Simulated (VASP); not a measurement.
# Ta18N17 (a cell with a defect) in VASP: single point with PBEsol

Aim: the single point of Ta18N17 (a cell with a defect) with PBEsol.

All numbers are computed with VASP 6.6.1; they aren't measurements. Logs are shortened: lines on timing, memory, paths and dates and some standing lists are left out, and cuts for length are marked.

## Step 1: The cell of the first run

The cell holds a defect, 35 atoms: a = 8.969 Å, b = 8.969 Å, c = 5.792 Å, α = 90.00°, β = 90.00°, γ = 120.00°.

## Step 2: Single point, PBEsol

Contents of INCAR:

```
ALGO = Normal
EDIFF = 1E-6
ENCUT = 520
GGA = PS
ISIF = 2
ISMEAR = 1
LASPH = T
LCHARG = F
LREAL = Auto
LWAVE = F
NBANDS = 164
NELM = 80
PREC = Accurate
SIGMA = 0.1
```

Contents of KPOINTS:

```
k-points
0
Gamma
  2 2 2
```

Contents of POSCAR:

```
Ta18N17
1.0
    7.7675072900      4.4845723700      0.0000000000
   -7.7675072400      4.4845724600      0.0000000000
    0.0000000000      0.0000000000      5.7917586500
Ta N
18 17
Direct
    0.0032801800      0.0008282200     -0.0004217900
    0.3352571300      0.6667872100     -0.0004629400
    0.6624821100      0.3304135000     -0.0004020400
   -0.0005312500      0.6647225500      0.2498193600
    0.3345133500      0.3305032300      0.2475865800
    0.6664121700      0.0011548200      0.2497932500
   -0.0005307600      0.3331089600      0.2498338300
    0.3345022600      0.0023417200      0.2475875800
    0.6664349500      0.6636167900      0.2497941400
    0.0041896300      0.0012802400      0.4995654600
    0.3360984300      0.6672085200      0.4995220000
    0.6519149900      0.3251262700      0.4996095500
   -0.0005126900      0.6647489600      0.7492735400
    0.3345655000      0.3305291600      0.7514975900
    0.6664359600      0.0011573500      0.7493114200
   -0.0005080500      0.3331144800      0.7492836300
    0.3345310200      0.0023584300      0.7515104200
    0.6664435800      0.6636406100      0.7493213700
    0.1307477500      0.8655783000     -0.0004585500
    0.4633018900      0.5336990100     -0.0004463200
    0.7969018300      0.2024017100     -0.0004388400
    0.0732180700      0.5357889800     -0.0004661900
    0.4007684200      0.1995469700     -0.0004441400
    0.7400983100      0.8692418300     -0.0004355700
    0.1307491400      0.2635495600     -0.0004331300
    0.4632602300      0.9279087600     -0.0004815300
    0.7969036700      0.5928381800     -0.0004391600
    0.1332526900      0.8675016700      0.4995395800
    0.7963221700      0.2071780900      0.4995733000
    0.0727743800      0.5355701200      0.4995515900
    0.4643216400      0.5316200100      0.4995451100
    0.7378059000      0.8680794900      0.4995589300
    0.1332786500      0.2641446600      0.4995534500
    0.4643087100      0.9310304800      0.4995339100
    0.7963229100      0.5874698100      0.4995643600
```

Potentials or basis: VASP PAW PBE potentials, release 64 (Ta_pv, N).

Started as:

```sh
$ cat potpaw_PBE.64/Ta_pv/POTCAR potpaw_PBE.64/N/POTCAR > POTCAR
$ mpirun -np 1 vasp_std > vasp.out
```

OUTCAR:

```text
EDIFF = 1E-6
   ENCUT = 520
   GGA = PS
   ISIF = 2
   ISMEAR = 1
   LASPH = T
   LREAL = Auto
   NELM = 80
   PREC = Accurate

 ion  position               nearest neighbor table
   1  0.003  0.001  1.000-  19 2.04  25 2.04  24 2.04  10 2.90  10 2.90   5 3.29   8 3.29  17 3.29
                            14 3.29   7 3.33  16 3.33   4 3.33  13 3.33  15 3.35  18 3.35   9 3.35
   2  0.335  0.667  1.000-  26 2.03  20 2.03  22 2.04  11 2.90  11 2.90  18 3.32   6 3.32   9 3.32
                            15 3.32  16 3.33   7 3.33  13 3.33   4 3.33  14 3.34   5 3.34  17 3.34
   3  0.662  0.330  1.000-  23 2.03  27 2.04  21 2.04  12 2.90  12 2.90  14 3.27   5 3.27   8 3.27
                            17 3.27   6 3.31   9 3.31  15 3.31  18 3.31   7 3.34   4 3.34  16 3.34
   4  0.999  0.665  0.250-  19 2.15  30 2.15  35 2.15  22 2.15  27 2.16  28 2.16  13 2.89  13 2.90
                             7 2.97   9 2.98   8 3.02  10 3.33   1 3.33   2 3.33  11 3.34   3 3.34
   5  0.335  0.331  0.248-  23 2.12  20 2.15  31 2.15  25 2.16  33 2.16  14 2.87  14 2.92   8 2.94
                             9 2.98   7 3.02  12 3.22   3 3.27   1 3.29  10 3.30   2 3.34  11 3.35
   6  0.666  0.001  0.250-  21 2.15  34 2.15  26 2.16  32 2.17  29 2.17  24 2.17  15 2.89  15 2.90
                             7 2.98   8 2.98   9 3.03   3 3.31  12 3.31  11 3.31   2 3.32   1 3.35
   7  0.999  0.333  0.250-  25 2.15  30 2.15  29 2.15  22 2.15  21 2.16  33 2.16  16 2.89  16 2.90
                             4 2.97   6 2.98   5 3.02  10 3.33   1 3.33   2 3.33  11 3.34   3 3.34
   8  0.335  0.002  0.248-  23 2.12  26 2.15  34 2.15  19 2.16  28 2.16  17 2.87  17 2.92   5 2.94
                             6 2.98   4 3.02  12 3.22   3 3.27   1 3.29  10 3.30   2 3.34  11 3.35
   9  0.666  0.664  0.250-  27 2.15  31 2.15  20 2.16  32 2.17  35 2.17  24 2.17  18 2.89  18 2.90
                             4 2.98   5 2.98   6 3.03   3 3.31  12 3.31  11 3.31   2 3.32   1 3.35
  10  0.004  0.001  0.500-  28 2.04  33 2.04  32 2.07   1 2.90   1 2.90   5 3.30   8 3.30  17 3.30
                            14 3.30  13 3.33  16 3.33   7 3.33   4 3.33  15 3.36  18 3.36   9 3.36
  11  0.336  0.667  0.500-  30 2.05  31 2.05  34 2.05   2 2.90   2 2.90   6 3.31   9 3.31  18 3.31
                            15 3.31   7 3.34  16 3.34   4 3.34  13 3.34   5 3.35  14 3.35   8 3.35
[... 14 lines left out ...]
  19  0.131  0.866  1.000-   1 2.04  13 2.15   4 2.15   8 2.16  17 2.16
  20  0.463  0.534  1.000-   2 2.03  14 2.15   5 2.15   9 2.16  18 2.16
  21  0.797  0.202  1.000-   3 2.04   6 2.15  15 2.15   7 2.16  16 2.16
  22  0.073  0.536  1.000-   2 2.04  16 2.15  13 2.15   4 2.15   7 2.15
  23  0.401  0.200  1.000-   3 2.03  17 2.12   8 2.12   5 2.12  14 2.12
  24  0.740  0.869  1.000-   1 2.04  15 2.17   6 2.17  18 2.17   9 2.17
[... 9 lines left out ...]
  34  0.464  0.931  0.500-  11 2.05   6 2.15  15 2.15   8 2.15  17 2.15
  35  0.796  0.587  0.500-  12 2.04  13 2.15   4 2.15   9 2.17  18 2.17

  LATTYP: Found a hexagonal cell.
 ALAT       =     8.9691448222
 C/A-ratio  =     0.6457425724

  Lattice vectors:

 A1 = (   7.7675072900,   4.4845723700,   0.0000000000)
 A2 = (  -7.7675072400,   4.4845724600,   0.0000000000)
 A3 = (   0.0000000000,   0.0000000000,   5.7917586500)

Analysis of symmetry for initial positions (statically):
=====================================================================
 Subroutine PRICEL returns:
 Original cell was already a primitive cell.

 Routine SETGRP: Setting up the symmetry group for a
 hexagonal supercell.

 Subroutine GETGRP returns: Found  1 space group operations
 (whereof  1 operations were pure point group operations)
 out of a pool of 24 trial point group operations.

The static configuration has the point symmetry C_1 .

Analysis of symmetry for dynamics (positions and initial velocities):
=====================================================================
 Subroutine PRICEL returns:
 Original cell was already a primitive cell.

 Routine SETGRP: Setting up the symmetry group for a
 hexagonal supercell.

 Subroutine GETGRP returns: Found  1 space group operations
 (whereof  1 operations were pure point group operations)
 out of a pool of 24 trial point group operations.

The dynamic configuration has the point symmetry C_1 .

 Subroutine INISYM returns: Found  1 space group operations
 (whereof  1 operations are pure point group operations),
 and found     1 'primitive' translations

----------------------------------------------------------------------------------------

                                     Primitive cell

  volume of cell :     403.4996

  direct lattice vectors                    reciprocal lattice vectors
     7.767507290  4.484572370  0.000000000     0.064370716  0.111493349  0.000000000
    -7.767507240  4.484572460  0.000000000    -0.064370715  0.111493350  0.000000000
     0.000000000  0.000000000  5.791758650     0.000000000  0.000000000  0.172659128

  length of vectors
     8.969144822  8.969144824  5.791758650     0.128741431  0.128741431  0.172659128

  position of ions in fractional coordinates (direct lattice)
     0.003280180  0.000828220  0.999578210
     0.335257130  0.666787210  0.999537060
     0.662482110  0.330413500  0.999597960
     0.999468750  0.664722550  0.249819360
     0.334513350  0.330503230  0.247586580
     0.666412170  0.001154820  0.249793250
[... 27 lines left out ...]
     0.464308710  0.931030480  0.499533910
     0.796322910  0.587469810  0.499564360

  ion indices of the primitive-cell ions
   primitive index   ion index
                 1           1
                 2           2
                 3           3
                 4           4
                 5           5
                 6           6
[... 27 lines left out ...]
                34          34
                35          35

----------------------------------------------------------------------------------------

 KPOINTS: k-points

Automatic generation of k-mesh.
 Grid dimensions read from file:
 generate k-points for:    2    2    2

 Generating k-lattice:

  Cartesian coordinates                     Fractional coordinates (reciprocal lattice)
     0.032185358  0.055746675  0.000000000     0.500000000  0.000000000  0.000000000
    -0.032185357  0.055746675  0.000000000     0.000000000  0.500000000  0.000000000
     0.000000000  0.000000000  0.086329564     0.000000000  0.000000000  0.500000000

  Length of vectors
     0.064370715  0.064370715  0.086329564

  Shift w.r.t. Gamma in fractional coordinates (k-lattice)
     0.000000000  0.000000000  0.000000000

 Subroutine IBZKPT returns following result:
 ===========================================

 Found      8 irreducible k-points:

 Following reciprocal coordinates:
            Coordinates               Weight
  0.000000  0.000000  0.000000      1.000000
  0.500000  0.000000  0.000000      1.000000
  0.000000  0.500000  0.000000      1.000000
  0.500000  0.500000  0.000000      1.000000
  0.000000  0.000000  0.500000      1.000000
  0.500000  0.000000  0.500000      1.000000
  0.000000  0.500000  0.500000      1.000000
  0.500000  0.500000  0.500000      1.000000
   k-points           NKPTS =      8   k-points in BZ     NKDIM =      8   number of bands    NBANDS=    164
   number of dos      NEDOS =    301   number of ions     NIONS =     35
   total plane-waves  NPLWV = 235200
   dimension x,y,z NGX =    70 NGY =   70 NGZ =   48
   dimension x,y,z NGXF=   140 NGYF=  140 NGZF=   96
   ions per type =              18  17
   NGX,Y,Z   is equivalent  to a cutoff of  12.97, 12.97, 13.78 a.u.
   NGXF,Y,Z  is equivalent  to a cutoff of  25.95, 25.95, 27.56 a.u.
 SYSTEM =  unknown system
   PREC   = accura    normal or accurate (medium, high low for compatibility)
   ISTART =      0    job   : 0-new  1-cont  2-samecut
   ICHARG =      2    charge: 1-file 2-atom 10-const
   ISPIN  =      1    spin polarized calculation?
   LNONCOLLINEAR =      F non collinear calculations
   LSORBIT =      F    spin-orbit coupling
   LASPH  =      T    aspherical Exc in radial PAW
   ENCUT  =  520.0 eV  38.22 Ry    6.18 a.u.  16.68 16.68 10.77*2*pi/ulx,y,z
   NELM   =     80;   NELMIN=  2; NELMDL= -5     # of ELM steps
   EDIFF  = 0.1E-05   stopping-criterion for ELM
   LREAL  =      T    real-space projection
   EDIFFG = 0.1E-04   stopping-criterion for IOM
   NSW    =      0    number of steps for IOM
   IBRION =     -1    ionic relax: 0-MD 1-quasi-New 2-CG
   NFREE  =      0    steps in history (QN), initial steepest desc. (CG)
   ISIF   =      2    stress and relaxation
   ISYM   =      2    0-nonsym 1-usesym 2-fastsym
   POTIM  = 0.5000    time-step for ionic-motion
   TEBEG  =    0.0;   TEEND  =   0.0 temperature during run
   PSTRESS=    0.0 pullay stress
   NELECT =     283.0000    total number of electrons
   NUPDOWN=      -1.0000    fix difference up-down
   EMIN   =  10.00;   EMAX   =-10.00  energy-range for DOS
   EFERMI =   0.00;   METHOD = LEGACY
   ISMEAR =     1;   SIGMA  =   0.10  broadening in eV -4-tet -1-fermi 0-gaus
   EFERMI_NEDOS =   21; number of points for ismear=-14 and -15
   IALGO  =     38    algorithm
   IMIX   =      4    mixing-type and parameters
     AMIX     =   0.40;   BMIX     =  1.00
     AMIX_MAG =   1.60;   BMIX_MAG =  1.00
  volume/ion in A,a.u.               =      11.53        77.80
  Fermi-wavevector in a.u.,A,eV,Ry     =   1.454530  2.748663 28.785256  2.115657
  Thomas-Fermi vector in A             =   2.571670
   LORBIT       =      0    0 simple, 1 ext, 2 COOP (PROOUT), +10 PAW based schemes
   GGA     = PS    functional components
   LHFCALC =     F    Hartree Fock is set to
   AEXX    =    0.0000 exact exchange contribution
   IVDW    =     0    specifies the selected vdW correction
   LEPSILON=     F    determine dielectric tensor
   LRPA    =     F    only Hartree local field effects (RPA)
 non-spin polarized calculation
 Methfessel and Paxton  Order N= 1 SIGMA  =   0.10
  energy-cutoff  :      520.00
  volume of cell :      403.50
 maximum number of plane-waves:     10900
 NGX is ok and might be reduce to    70
   NGX = 33   NGY = 33   NGZ = 21

 number of electron     282.9999990 magnetization

 Free energy of the ion-electron system (eV)
  ---------------------------------------------------
  ext. energy  EPLUGINS =         0.00000000
  ---------------------------------------------------
  free energy    TOTEN  =      -415.92475890 eV

  energy without entropy =     -415.92625796  energy(sigma->0) =     -415.92525858

 E-fermi :   7.9502     XC(G=0): -13.1399

 val. band max:        7.8624143382   @ k =   0.5000   0.5000   0.0000
 cond. band min:       7.9602858824   @ k =   0.5000   0.0000   0.5000
 fundamental gap:      0.0978715442
 Fermi energy:         7.9502464080

 k-point     1 :       0.0000    0.0000    0.0000
  band No.  band energies     occupation
      1     -28.4032      2.00000
      2     -28.3432      2.00000
      3     -28.3363      2.00000
      4     -28.2787      2.00000
      5     -28.1294      2.00000
      6     -28.1050      2.00000
[... 1237 lines left out ...]
    152       9.2202     -0.00000
    153       9.4179     -0.00000
 [bands above 153 left out]

------------------------ aborting loop because EDIFF is reached ----------------------------------------

  FORCE on cell =-STRESS in cart. coord.  units (eV):
  Direction    XX          YY          ZZ          XY          YZ          ZX
  --------------------------------------------------------------------------------------
  -------------------------------------------------------------------------------------
  Total       -7.6555583     -9.5055803     11.0864287     -1.6087057      0.0004365     -0.0003188
  in kB      -30.3979496    -37.7438375     44.0209177     -6.3876928      0.0017331     -0.0012660
  external PRESSURE =      -8.0402898 kB  Pullay stress =       0.0000000 kB

 VOLUME and BASIS-vectors are now :
 -----------------------------------------------------------------------------
  energy-cutoff  :      520.00
  volume of cell :      403.50
      direct lattice vectors                 reciprocal lattice vectors
     7.767507290  4.484572370  0.000000000     0.064370716  0.111493349  0.000000000
    -7.767507240  4.484572460  0.000000000    -0.064370715  0.111493350  0.000000000
     0.000000000  0.000000000  5.791758650     0.000000000  0.000000000  0.172659128

 POSITION                                       TOTAL-FORCE (eV/Angst)
 -----------------------------------------------------------------------------------
      0.01905      0.01842      5.78932        -0.153008     -0.266970     -0.002175
     -2.57516      4.49374      5.78908        -0.038346     -0.063931      0.000315
      2.57935      4.45271      5.78943        -0.112186     -0.196595     -0.001767
      2.60014      7.46319      1.44689         0.046535      0.059389      0.118007
      0.03115      2.98232      1.43396        -0.693329      0.204603      0.494061
      5.16739      2.99375      1.44674         0.293684     -0.097466     -0.115107
[... 27 lines left out ...]
     -3.62526      6.25750      2.89318        -0.180668      0.174849      0.001406
      1.62227      6.20572      2.89336        -0.339455     -0.001934     -0.000277
 -----------------------------------------------------------------------------------
    total drift:                                0.000184     -0.000732      0.001077

  FREE ENERGIE OF THE ION-ELECTRON SYSTEM (eV)
  ---------------------------------------------------
  free  energy   TOTEN  =      -415.9247588981 eV

  energy  without entropy=     -415.9262579587  energy(sigma->0) =     -415.92525858
```

Run time: 29 min. Hardware: 1 thread of Intel Xeon Platinum 8259CL at 2.50GHz (Skylake/Cascade Lake), shared host; peak memory 0.72 GiB.

What came out:

```yaml
Free_energy: -415.9248 eV
Pressure: -0.8 GPa
Largest_force: 0.876 eV/Å
Band_gap_on_the_k_mesh: zero (an odd number of electrons rules out a gap without spin polarisation)
```

Forces on the atoms (eV/Å):
```
Ta  -0.153 -0.267 -0.002
Ta  -0.038 -0.064  0.000
Ta  -0.112 -0.197 -0.002
Ta   0.047  0.059  0.118
Ta  -0.693  0.205  0.494
Ta   0.294 -0.097 -0.115
Ta   0.028  0.069  0.117
Ta   0.523 -0.497  0.493
Ta  -0.231  0.205 -0.114
Ta  -0.078 -0.134 -0.001
Ta   0.089  0.158  0.002
Ta  -0.095 -0.164 -0.003
Ta   0.047  0.056 -0.118
Ta  -0.696  0.199 -0.491
Ta   0.291 -0.099  0.115
Ta   0.027  0.067 -0.117
Ta   0.521 -0.499 -0.496
Ta  -0.229  0.203  0.115
N   -0.082  0.206  0.001
N    0.128  0.141 -0.001
N    0.037  0.064  0.000
N   -0.130 -0.225  0.001
N   -0.040 -0.067  0.001
N   -0.014 -0.029  0.000
N    0.223  0.033 -0.002
N    0.059  0.185  0.002
N    0.034  0.065  0.000
N   -0.118  0.331  0.001
N    0.165 -0.293  0.000
N    0.047  0.082  0.000
N    0.243 -0.067  0.000
N    0.081  0.140 -0.001
N    0.347  0.060  0.001
N   -0.181  0.175  0.001
N   -0.339 -0.002  0.000
```

Levels at points of the mesh, in eV from the Fermi level:
```
           k point  band 137  band 138  band 139  band 140  band 141  band 142  band 143  band 144  band 145  band 146
(0.00, 0.00, 0.00)     -1.72     -1.60     -1.45     -1.08     -0.90      0.11      0.64      0.81      0.82      0.83
(0.50, 0.00, 0.00)     -1.49     -1.41     -0.78     -0.70     -0.16      0.24      0.28      0.63      0.75      1.17
(0.00, 0.50, 0.00)     -1.58     -1.39     -1.06     -0.36     -0.09      0.14      0.47      0.47      0.77      1.19
(0.50, 0.50, 0.00)     -1.58     -1.39     -1.06     -0.36     -0.09      0.14      0.47      0.47      0.77      1.19
(0.00, 0.00, 0.50)     -1.56     -1.53     -1.48     -1.31     -0.96     -0.43     -0.11      0.45      0.72      0.78
(0.50, 0.00, 0.50)     -1.21     -1.11     -1.07     -0.86     -0.80     -0.16      0.01      0.38      0.49      0.57
(0.00, 0.50, 0.50)     -1.13     -1.10     -1.03     -0.90     -0.88      0.02      0.21      0.43      0.50      0.60
(0.50, 0.50, 0.50)     -1.13     -1.10     -1.03     -0.90     -0.88      0.02      0.21      0.43      0.50      0.60
```

Caveat: the k points lie up to 0.54 Å⁻¹ apart, too coarse for converged energies and pressures of a metal; the PAW data sets were made with another functional, which shifts forces and pressure a little; spin-orbit coupling is left out, which moves the levels of the heavy elements.
